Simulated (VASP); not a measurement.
The system is Na3LaMg.

```
CELL_PARAMETERS angstrom
4.45742 0.00000 0.00000
0.00000 4.45742 0.00000
0.00000 0.00000 4.45742
ATOMIC_POSITIONS crystal
Na 0.50000 0.50000 0.00000
Na 0.00000 0.50000 0.50000
Na 0.50000 0.00000 0.50000
La 0.00000 0.00000 0.00000
Mg 0.50000 0.50000 0.50000
```

The cell was built from a structure type or drawn by symmetry, and may not be a known phase.

| Property | Result |
| --- | --- |
| Program | VASP 6.6.1 |
| Task | relaxation of cell and atoms |
| Functional | PBE |
| Potentials or basis | VASP PAW PBE potentials, release 64 (Na_sv, La, Mg_sv) |
| Cutoff | 970 eV |
| k mesh | 4 × 4 × 4 |
| Occupations | gaussian, width 0.1 eV |
| Spin | no spin polarisation |

At the start: pressure 38.1 GPa; volume 17.71 Å³/atom.

Problem. How do energy, volume and symmetry change on relaxing?

Solution. Over 5 steps the energy falls by 1215.8 meV/atom and the volume is 32.66 Å³/atom (+84.4 %); space group Pm-3m (No. 221, to 0.1 Å) before and after.

Step by step:
```csv
step,energy change (eV),largest force (eV/Å),pressure (GPa),volume (Å³)
1,0.0000,0.0000,38.10,88.56
2,-6.0274,0.0000,2.03,154.26
3,-5.8666,0.0000,-4.07,179.32
4,-6.0788,0.0000,0.24,161.52
5,-6.0792,0.0000,-0.19,163.28
```

Final structure:
```
CELL_PARAMETERS angstrom
5.46573 0.00000 0.00000
0.00000 5.46573 0.00000
0.00000 0.00000 5.46573
ATOMIC_POSITIONS crystal
Na 0.50000 0.50000 0.00000
Na 0.00000 0.50000 0.50000
Na 0.50000 0.00000 0.50000
La 0.00000 0.00000 0.00000
Mg 0.50000 0.50000 0.50000
```

Caveat: the volume moved by over 15 % at a fixed basis, so the end points are rough.
